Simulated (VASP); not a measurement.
# CoO (R-3m) in VASP: further runs

The runs below take CoO through single point, with PBEsol.

Everything below comes from runs of VASP 6.6.1. Logs are shortened: lines on timing, memory, paths and dates and some standing lists are left out, and cuts for length are marked.

## Step 1: The cell of the first run

The structure is trigonal, space group R-3m (No. 166). The conventional cell has a = 3.131 Å, b = 3.131 Å, c = 7.905 Å, α = 90.00°, β = 90.00°, γ = 120.00°. Co (site symmetry -3m) has 6 O at 2.24 Å within 3.0 Å. O (site symmetry -3m) has 6 Co at 2.24 Å within 3.0 Å.

## Step 2: Single point, PBEsol, collinear spin, ferromagnetic start (strain +0.040 along x and y, +0.080 along z)

INCAR

```
PREC     = Accurate       # precision mode
ENCUT    = 520            # plane-wave cutoff, eV
EDIFF    = 1E-6           # SCF threshold, eV
ISMEAR   = 0              # smearing method
SIGMA    = 0.15           # smearing width, eV
LREAL    = F              # projectors in reciprocal space
LASPH    = T              # aspherical terms in the spheres
NELM     = 150            # most SCF steps
ALGO     = Normal         # electronic algorithm
ISIF     = 2              # what is computed and relaxed
LWAVE    = F              # write WAVECAR
LCHARG   = T              # write CHGCAR
ISPIN    = 2              # spin polarisation
MAGMOM   = 2.64 0.33      # initial moments
LORBIT   = 11             # projections on sites
LMAXMIX  = 4              # l up to which the mixer works
GGA      = PS             # functional
LELF     = T              # ELF
LVHAR    = T            
NBANDS   = 18             # bands
```

KPOINTS

```
Automatic mesh
0
Gamma
  18 18 18
```

POSCAR

```
CoO
1.0
    1.5656883263      0.9039505767      2.6351210587
   -1.5656883263      0.9039505767      2.6351210587
    0.0000000000     -1.8079011533      2.6351210587
Co O
1 1
Direct
    0.0000000000      0.0000000000      0.0000000000
    0.5000000000      0.5000000000      0.5000000000
```

Potentials or basis: VASP PAW PBE potentials, release 64 (Co, O).

Started as:

```console
cat potpaw_PBE.64/Co/POTCAR potpaw_PBE.64/O/POTCAR > POTCAR
mpirun -np 1 vasp_std > vasp.out
```

OUTCAR:

```text
PREC = Accurate
   ENCUT = 520
   EDIFF = 1E-6
   ISMEAR = 0
   LREAL = F
   LASPH = T
   NELM = 150
   ISIF = 2
   ISPIN = 2
   LORBIT = 11
   GGA = PS

 ion  position               nearest neighbor table
   1  0.000  0.000  0.000-   2 2.24   2 2.24   2 2.24   2 2.24   2 2.24   2 2.24
   2  0.500  0.500  0.500-   1 2.24   1 2.24   1 2.24   1 2.24   1 2.24   1 2.24

  LATTYP: Found a trigonal (rhomboedric) cell.
 ALAT       =     3.1956798297
 COS(alpha) =     0.5199194629

  Lattice vectors:

 A1 = (   1.5656883263,   0.9039505767,   2.6351210587)
 A2 = (  -1.5656883263,   0.9039505767,   2.6351210587)
 A3 = (   0.0000000000,  -1.8079011533,   2.6351210587)

Analysis of symmetry for initial positions (statically):
=====================================================================
 Subroutine PRICEL returns:
 Original cell was already a primitive cell.

 Routine SETGRP: Setting up the symmetry group for a
 trigonal (rhombohedral) supercell.

 Subroutine GETGRP returns: Found 12 space group operations
 (whereof 12 operations were pure point group operations)
 out of a pool of 12 trial point group operations.

The static configuration has the point symmetry D_3d.

Analysis of symmetry for dynamics (positions and initial velocities):
=====================================================================
 Subroutine PRICEL returns:
 Original cell was already a primitive cell.

 Routine SETGRP: Setting up the symmetry group for a
 trigonal (rhombohedral) supercell.

 Subroutine GETGRP returns: Found 12 space group operations
 (whereof 12 operations were pure point group operations)
 out of a pool of 12 trial point group operations.

The dynamic configuration has the point symmetry D_3d.

Analysis of structural, dynamic, and magnetic symmetry:
=====================================================================
 Subroutine PRICEL returns:
 Original cell was already a primitive cell.

 Routine SETGRP: Setting up the symmetry group for a
 trigonal (rhombohedral) supercell.

 Subroutine GETGRP returns: Found 12 space group operations
 (whereof 12 operations were pure point group operations)
 out of a pool of 12 trial point group operations.

The overall configuration has the point symmetry D_3d.

 Subroutine INISYM returns: Found 12 space group operations
 (whereof 12 operations are pure point group operations),
 and found     1 'primitive' translations

[... 115 lines left out ...]
  volume/ion in A,a.u.               =      11.19        75.50
  Fermi-wavevector in a.u.,A,eV,Ry     =   1.432753  2.707510 27.929781  2.052781
  Thomas-Fermi vector in A             =   2.552346
   LORBIT       =     11    0 simple, 1 ext, 2 COOP (PROOUT), +10 PAW based schemes
   GGA     = PS    functional components
   LHFCALC =     F    Hartree Fock is set to
   AEXX    =    0.0000 exact exchange contribution
   IVDW    =     0    specifies the selected vdW correction
   LEPSILON=     F    determine dielectric tensor
   LRPA    =     F    only Hartree local field effects (RPA)
 spin polarized calculation
 Gauss-broadening in eV      SIGMA  =   0.15
  energy-cutoff  :      520.00
  volume of cell :       22.38
 maximum number of plane-waves:       616
   NGX = 11   NGY = 11   NGZ = 11

 number of electron      15.0000001 magnetization       2.9978130

 Free energy of the ion-electron system (eV)
  ---------------------------------------------------
  ext. energy  EPLUGINS =         0.00000000
  ---------------------------------------------------
  free energy    TOTEN  =       -13.58288465 eV

  energy without entropy =      -13.53260757  energy(sigma->0) =      -13.55774611

 E-fermi :   5.8835     XC(G=0): -11.8420

 val. band max:        5.8827219524   @ k =  -0.2222   0.1667   0.0000
 cond. band min:       5.8838790230   @ k =   0.3889   0.0556   0.0000
 fundamental gap:      0.0011570706
 Fermi energy:         5.8834888532

 spin component 1

 k-point     1 :       0.0000    0.0000    0.0000
  band No.  band energies     occupation
      1     -13.1118      1.00000
      2       2.6934      1.00000
      3       2.6934      1.00000
      4       2.8589      1.00000
      5       2.9983      1.00000
      6       2.9983      1.00000
[... 493 lines left out ...]
     17      30.8512      0.00000
     18      32.2602      0.00000

 [... further k-points ...]

 spin component 2

 k-point     1 :       0.0000    0.0000    0.0000
  band No.  band energies     occupation
      1     -12.5637      1.00000
      2       3.7123      1.00000
      3       3.9030      1.00000
      4       3.9030      1.00000
      5       4.9813      1.00000
      6       5.0729      1.00000
[... 493 lines left out ...]
     17      31.2747      0.00000
     18      32.9855      0.00000

 [... further k-points ...]

------------------------ aborting loop because EDIFF is reached ----------------------------------------

  FORCE on cell =-STRESS in cart. coord.  units (eV):
  Direction    XX          YY          ZZ          XY          YZ          ZX
  --------------------------------------------------------------------------------------
  -------------------------------------------------------------------------------------
  Total       -3.8439161     -3.8439161     -3.9734544      0.0000000     -0.0000000      0.0000000
  in kB     -275.2216888   -275.2216888   -284.4965459      0.0000000     -0.0000000      0.0000000
  external PRESSURE =    -278.3133078 kB  Pullay stress =       0.0000000 kB

 VOLUME and BASIS-vectors are now :
 -----------------------------------------------------------------------------
  energy-cutoff  :      520.00
  volume of cell :       22.38
      direct lattice vectors                 reciprocal lattice vectors
     1.565688326  0.903950577  2.635121059     0.319348360  0.184375862  0.126496402
    -1.565688326  0.903950577  2.635121059    -0.319348360  0.184375862  0.126496402
     0.000000000 -1.807901153  2.635121059     0.000000000 -0.368751724  0.126496402

 POSITION                                       TOTAL-FORCE (eV/Angst)
 -----------------------------------------------------------------------------------
      0.00000      0.00000      0.00000        -0.000000      0.000000      0.000000
      0.00000      0.00000      3.95268         0.000000     -0.000000      0.000000
 -----------------------------------------------------------------------------------
    total drift:                               -0.000000      0.000000     -0.000000

  FREE ENERGIE OF THE ION-ELECTRON SYSTEM (eV)
  ---------------------------------------------------
  free  energy   TOTEN  =       -13.5828846545 eV

  energy  without entropy=      -13.5326075677  energy(sigma->0) =      -13.55774611

 total charge

# of ion       s       p       d       tot
------------------------------------------
    1        0.262   0.274   7.061   7.596
    2        1.553   3.330   0.000   4.882
--------------------------------------------------
tot          1.815   3.603   7.061  12.479

 magnetization (x)

# of ion       s       p       d       tot
------------------------------------------
    1        0.018   0.014   2.586   2.618
    2        0.024   0.295   0.000   0.319
--------------------------------------------------
tot          0.042   0.309   2.586   2.937
```

stdout:

```text
POSCAR found type information on POSCAR CoO
 POSCAR found :  2 types and       2 ions
 scaLAPACK will be used
 -----------------------------------------------------------------------------
|                                                                             |
|                                                                             |
|     You enforced a specific xc type in the INCAR file but a different       |
|     I HOPE YOU KNOW WHAT YOU ARE DOING!                                     |
|                                                                             |
 -----------------------------------------------------------------------------

 LDA part: xc-table for (Slater+PW92), standard interpolation
 POSCAR, INCAR and KPOINTS ok, starting setup
 FFT: planning ... GRIDC
 FFT: planning ... GRID_SOFT
 FFT: planning ... GRID
 WAVECAR not read
 entering main loop
```

It took 5.2 min on 1 thread of AMD EPYC 9R45 (Zen 5), shared host; peak memory 0.41 GiB.

Results:

| Property | Result |
| --- | --- |
| Free energy | -13.5829 eV |
| Pressure | -27.8 GPa |
| Band gap on the k mesh | zero (filled and empty bands overlap) |
| Net moment | 3.00 μB per cell |
| Site moments | Co +2.62; O +0.32 μB |
| Valence electrons inside the program's atomic spheres | Co 7.60; O 4.88 |

Caveat: the cell differs from its parent crystal (strain +0.040 along x and y, +0.080 along z); the cell stands under tension; the PAW data sets were made with another functional, which shifts forces and pressure a little; a cell with one magnetic atom can't hold antiferromagnetic order, which such compounds often take; semilocal functionals often make such compounds metallic where correlation or magnetic order opens a gap, which also shifts bond lengths.

## Step 3: Single point, PBEsol, collinear spin, ferromagnetic start (strain +0.040 along x and y, +0.040 along z)

INCAR

```
  ALGO = Normal
  EDIFF = 1E-6
  ENCUT = 520
  GGA = PS
  ISIF = 2
  ISMEAR = 0
  ISPIN = 2
  LASPH = True
  LCHARG = True
  LELF = True
  LMAXMIX = 4
  LORBIT = 11
  LREAL = False
  LVHAR = True
  LWAVE = False
  MAGMOM = 2.64 0.33
  NBANDS = 18
  NELM = 150
  PREC = Accurate
  SIGMA = 0.15
```

KPOINTS

```
k-points
0
Gamma
  18 18 18
```

POSCAR

```
CoO
1.0
    1.5656883263      0.9039505767      2.5375239824
   -1.5656883263      0.9039505767      2.5375239824
    0.0000000000     -1.8079011533      2.5375239824
Co O
1 1
Direct
    0.0000000000      0.0000000000      0.0000000000
    0.5000000000      0.5000000000      0.5000000000
```

Potentials or basis: VASP PAW PBE potentials, release 64 (Co, O).

Started as:

```console
cat potpaw_PBE.64/Co/POTCAR potpaw_PBE.64/O/POTCAR > POTCAR
mpirun -np 1 vasp_std > vasp.out
```

Wall time 6.6 min (1 thread of AMD EPYC 9R45 (Zen 5), shared host); peak memory 0.39 GiB.

Results (log left out):

```
Free energy                                           : -13.7170 eV
Pressure                                              : -24.4 GPa
Band gap on the k mesh                                : zero (filled and empty bands overlap)
Net moment                                            : 3.00 μB per cell
Site moments                                          : Co +2.62; O +0.32 μB
Valence electrons inside the program's atomic spheres : Co 7.64; O 4.90
```

Stress tensor (GPa, compression positive):
```
-24.44   0.00   0.00
  0.00 -24.44   0.00
  0.00   0.00 -24.31
```

Levels at points of the mesh, in eV from the Fermi level:
Spin up:
```
           k point  band 5  band 6  band 7  band 8  band 9  band 10  band 11  band 12  band 13  band 14
(0.00, 0.00, 0.00)   -3.00   -2.97   -2.80   -2.80   -2.76     0.34    16.23    17.04    17.04    17.24
(0.50, 0.00, 0.00)   -2.43   -2.40   -1.92   -0.18   -0.17     4.65     8.19    12.52    12.61    18.92
(0.50, 0.50, 0.00)   -3.67   -2.94   -2.60   -2.18   -2.17     5.01     8.98    11.01    14.32    14.42
(0.50, 0.50, 0.50)   -2.41   -2.41   -1.89   -0.16   -0.16     4.60     8.29    12.43    12.43    18.80
```
Spin down:
```tsv
k point	band 2	band 3	band 4	band 5	band 6	band 7	band 8	band 9	band 10	band 11
(0.00, 0.00, 0.00)	-2.19	-2.19	-2.14	-0.91	-0.91	-0.88	0.01	0.01	0.89	16.15
(0.50, 0.00, 0.00)	-6.75	-4.02	-3.98	-0.10	-0.09	0.17	2.29	2.30	4.96	9.02
(0.50, 0.50, 0.00)	-5.65	-3.34	-3.28	-1.83	0.12	0.13	0.40	0.68	5.86	9.48
(0.50, 0.50, 0.50)	-6.72	-4.04	-4.04	-0.08	-0.08	0.18	2.31	2.31	4.91	9.12
```

Caveat: the cell differs from its parent crystal (strain +0.040 along x and y, +0.040 along z); the cell stands under tension; the PAW data sets were made with another functional, which shifts forces and pressure a little; a cell with one magnetic atom can't hold antiferromagnetic order, which such compounds often take; semilocal functionals often make such compounds metallic where correlation or magnetic order opens a gap, which also shifts bond lengths.

## Step 4: Single point, PBEsol, collinear spin, ferromagnetic start (strain +0.000 along x and y, +0.040 along z)

INCAR

```
PREC = Accurate
ENCUT = 520
EDIFF = 1E-7
ISMEAR = 0
SIGMA = 0.15
LREAL = False
LASPH = True
NELM = 150
ALGO = Normal
ISIF = 2
LWAVE = False
LCHARG = False
ISPIN = 2
MAGMOM = 2.64 0.33
LORBIT = 11
LMAXMIX = 4
GGA = PS
NBANDS = 18
```

KPOINTS

```
regular mesh
0
Gamma
  18 18 18
```

POSCAR

```
CoO
1.0
    1.5054695445      0.8691832468      2.5375239824
   -1.5054695445      0.8691832468      2.5375239824
    0.0000000000     -1.7383664936      2.5375239824
Co O
1 1
Direct
    0.0000000000      0.0000000000      0.0000000000
    0.5000000000      0.5000000000      0.5000000000
```

Started as:

```console
cat potpaw_PBE.64/Co/POTCAR potpaw_PBE.64/O/POTCAR > POTCAR
mpirun -np 1 vasp_std > vasp.out
```

It took 9.7 min on 1 thread of Intel Xeon 8259CL, shared host; peak memory 0.42 GiB.

Results (log left out):

```yaml
Free_energy: -13.9194 eV
Pressure: -15.4 GPa
Band_gap_on_the_k_mesh: zero (filled and empty bands overlap)
Net_moment: 2.97 μB per cell
Site_moments: Co +2.59; O +0.32 μB
Valence_electrons_inside_the_program's_atomic_spheres: Co 7.75; O 4.93
```

Stress tensor (GPa, compression positive):
```
-15.48   0.00   0.00
  0.00 -15.48   0.00
  0.00   0.00 -15.17
```

Levels at points of the mesh, in eV from the Fermi level:
Spin up:
| k point | band 7 | band 8 | band 9 | band 10 | band 11 | band 12 |
| --- | --- | --- | --- | --- | --- | --- |
| (0.00, 0.00, 0.00) | -3.05 | -3.01 | -3.01 | 0.70 | 16.46 | 17.13 |
| (0.50, 0.00, 0.00) | -1.85 | -0.02 | 0.03 | 4.73 | 9.02 | 12.70 |
| (0.50, 0.50, 0.00) | -2.49 | -2.17 | -2.13 | 5.49 | 9.44 | 11.34 |
| (0.50, 0.50, 0.50) | -1.99 | -0.04 | -0.04 | 4.99 | 8.58 | 13.48 |
Spin down:
```csv
k point,band 2,band 3,band 4,band 5,band 6,band 7,band 8,band 9,band 10,band 11
"(0.00, 0.00, 0.00)",-2.61,-2.38,-2.38,-1.13,-1.00,-1.00,-0.08,-0.08,1.26,16.41
"(0.50, 0.00, 0.00)",-7.37,-4.63,-4.44,-0.17,-0.04,0.24,2.48,2.54,5.04,9.86
"(0.50, 0.50, 0.00)",-6.23,-3.81,-3.57,-2.13,0.13,0.15,0.37,0.77,6.34,9.94
"(0.50, 0.50, 0.50)",-7.48,-4.35,-4.35,-0.16,-0.16,0.13,2.45,2.45,5.30,9.39
```

Caveat: the cell differs from its parent crystal (strain +0.000 along x and y, +0.040 along z); the cell stands under tension; the PAW data sets were made with another functional, which shifts forces and pressure a little; a cell with one magnetic atom can't hold antiferromagnetic order, which such compounds often take; semilocal functionals often make such compounds metallic where correlation or magnetic order opens a gap, which also shifts bond lengths.

## Step 5: Overview

```tsv
cell	gap on the mesh (eV)	pressure (GPa)	moment (μB)
a = 3.196 Å, angles 58.7°, 2 atoms	none	-27.8	3.00
a = 3.116 Å, angles 60.3°, 2 atoms	none	-24.4	3.00
a = 3.076 Å, angles 58.6°, 2 atoms	none	-15.4	2.97
```

Alike in all rows: task single point; level PBEsol; potentials or basis VASP PAW PBE potentials, release 64 (Co, O); spin collinear, ferromagnetic start; k mesh 18 × 18 × 18; cutoff (eV) 520; smearing gaussian 0.15 eV.

Caveats: the cell stands under tension; the PAW data sets were made with another functional, which shifts forces and pressure a little; a cell with one magnetic atom can't hold antiferromagnetic order, which such compounds often take; semilocal functionals often make such compounds metallic where correlation or magnetic order opens a gap, which also shifts bond lengths.

Total energies depend on the potentials used, so only differences within one code and one set of settings carry meaning.
